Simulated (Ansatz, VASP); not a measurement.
## Two plane-wave programs on ScSi4O

```
CELL_PARAMETERS angstrom
0.00000 3.50558 3.50558
3.50558 0.00000 3.50558
3.50558 3.50558 0.00000
ATOMIC_POSITIONS crystal
Sc 0.00000 0.00000 0.00000
Si 0.87033 0.37656 0.37656
Si 0.37656 0.37656 0.37656
Si 0.37656 0.87033 0.37656
Si 0.37656 0.37656 0.87033
O 0.75000 0.75000 0.75000
```

Change from the starting cell: species swapped into the GdDyAl4 type (F-43m, No. 216).

Alike in both runs: functional PBE; k mesh 4 × 4 × 4; occupations gaussian, width 0.1 eV; no spin polarisation.

Ansatz relaxed the structure, and its values are those at the end. VASP's run is a single point on that final structure, the one shown.

|  | VASP | Ansatz |
| --- | --- | --- |
| version | VASP 6.6.1 | Ansatz 0.2.0 |
| potentials or method | VASP PAW PBE potentials, release 64 (Sc_sv, Si, O), cutoff 520 eV | scalar-relativistic, plane waves, PAW |
| valence electrons in the cell | 33 | 33 |

```tsv
	VASP	Ansatz	Ansatz less VASP
gap on the k mesh at the Fermi level (eV)	none	none	-
pressure (GPa)	0.0	0.0	+0.02
```

A gap of «none» marks a metal or a gap that the smearing closes. With one functional, cell and mesh, what is left measures potentials, basis and numerics.

The k mesh is coarse, so the values compare programs but aren't converged.
